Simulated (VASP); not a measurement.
A run of VASP 6.6.1:

Contents of INCAR:

```
SYSTEM = TaAs3
PREC = Accurate
ENCUT = 520
EDIFF = 1E-7
ISMEAR = 0
SIGMA = 0.2
LREAL = .FALSE.
LASPH = .TRUE.
NELM = 80
ALGO = Normal
ISIF = 2
LWAVE = .FALSE.
LCHARG = .TRUE.
GGA = PE
LELF = .TRUE.
LVHAR = .TRUE.
NBANDS = 36
```

The input KPOINTS:

```
regular mesh
0
G
  4 4 4
  0 0 0
```

The input POSCAR:

```
TaAs3
1.0
   -2.1925974471      2.1925974471     10.1026378340
    2.1925974471     -2.1925974471     10.1026378340
    2.1925974471      2.1925974471    -10.1026378340
Ta As
2 6
Direct
    0.7500000000      0.2500000000      0.5000000000
    0.0000000000      0.0000000000      0.0000000000
    0.3750000000      0.6250000000      0.7500000000
    0.8750000000      0.6250000000      0.2500000000
    0.3750000000      0.1250000000      0.7500000000
    0.3750000000      0.6250000000      0.2500000000
    0.5000000000      0.5000000000      0.0000000000
    0.2500000000      0.7500000000      0.5000000000
```

Potentials or basis: VASP PAW PBE potentials, release 64 (Ta_pv, As).

Command:

```bash
$ cat potpaw_PBE.64/Ta_pv/POTCAR potpaw_PBE.64/As/POTCAR > POTCAR
$ mpirun -np 1 vasp_std > vasp.out
```

Hardware: 1 thread of Intel(R) Xeon(R) Platinum 8488C (Sapphire Rapids) (shared host).

Q: Estimate the wall time of this run.

A: Wall time 5.1 min on 1 thread of Intel(R) Xeon(R) Platinum 8488C (Sapphire Rapids), with other jobs on the host, peak memory 0.9 GiB. Counts: scf iterations 16, k points 13.
